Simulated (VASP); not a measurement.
Set up this calculation in VASP 6.6.1, as the native input.

```
Task                   : relaxation of cell and atoms
Functional             : PBE
Potentials or basis    : VASP PAW PBE potentials, release 64 (Pd)
Cutoff                 : 600 eV
k mesh                 : 19 × 19 × 18
Occupations            : fermi-dirac, width 0.05 eV
Spin                   : no spin polarisation
Target pressure        : 350 GPa
Dipole correction      : no
Further INCAR settings : ALGO = Normal; EDIFF = 1e-07; IBRION = 2; EDIFFG = -0.005; NSW = 32; ISIF = 3
```

The structure of Pd lies in POSCAR:

```
Pd
1.0
    2.2502401532      0.0000000000      0.0000000000
   -1.1251200766      1.9487651373      0.0000000000
    0.0000000000      0.0000000000      2.1577526688
Pd
1
Direct
    0.0000000000      0.0000000000      0.0000000000
```

This isn't the form of Pd at room conditions, which is fcc.

The input as run:

INCAR

```
PREC     = Accurate       # precision mode
ENCUT    = 600            # plane-wave cutoff, eV
EDIFF    = 1E-7           # SCF threshold, eV
ISMEAR   = -1             # smearing method
SIGMA    = 0.05           # smearing width, eV
LREAL    = F              # projectors in reciprocal space
LASPH    = T              # aspherical terms in the spheres
NELM     = 60             # most SCF steps
ALGO     = Normal         # electronic algorithm
ISIF     = 3              # what is computed and relaxed
LWAVE    = F              # write WAVECAR
LCHARG   = F              # write CHGCAR
GGA      = PE             # functional
IBRION   = 2              # ionic algorithm
NSW      = 32             # ionic steps
EDIFFG   = -0.005         # ionic threshold
PSTRESS  = 3500.0
```

KPOINTS

```
Automatic mesh
0
Gamma
  19 19 18
```

Potentials or basis: VASP PAW PBE potentials, release 64 (Pd).

The run is started by

```bash
$ cat potpaw_PBE.64/Pd/POTCAR > POTCAR
$ mpirun -np 1 vasp_std > vasp.out
```

It gave:

```
Relaxed volume                                             : 9.43 Å³/atom
Relaxed cell                                               : a = 2.250 Å, b = 2.250 Å, c = 2.152 Å, α = 90.00°, β = 90.00°, γ = 120.00°
Space group after relaxing (to 0.1 Å)                      : P6/mmm (No. 191)
Energy change on relaxing (the run minimises the enthalpy) : +71.2 meV/atom
Ionic steps                                                : 6
Pressure after relaxing                                    : 350.0 GPa
Band gap on the k mesh                                     : zero (bands 5 and 6 overlap by 5.72 eV)
```

Caveat: the cell is relaxed towards a set pressure, so the run minimises the enthalpy, not the energy.

Run time: 3.1 min on 1 thread of Intel Xeon 8259CL, on a shared host, peak memory 0.17 GiB.
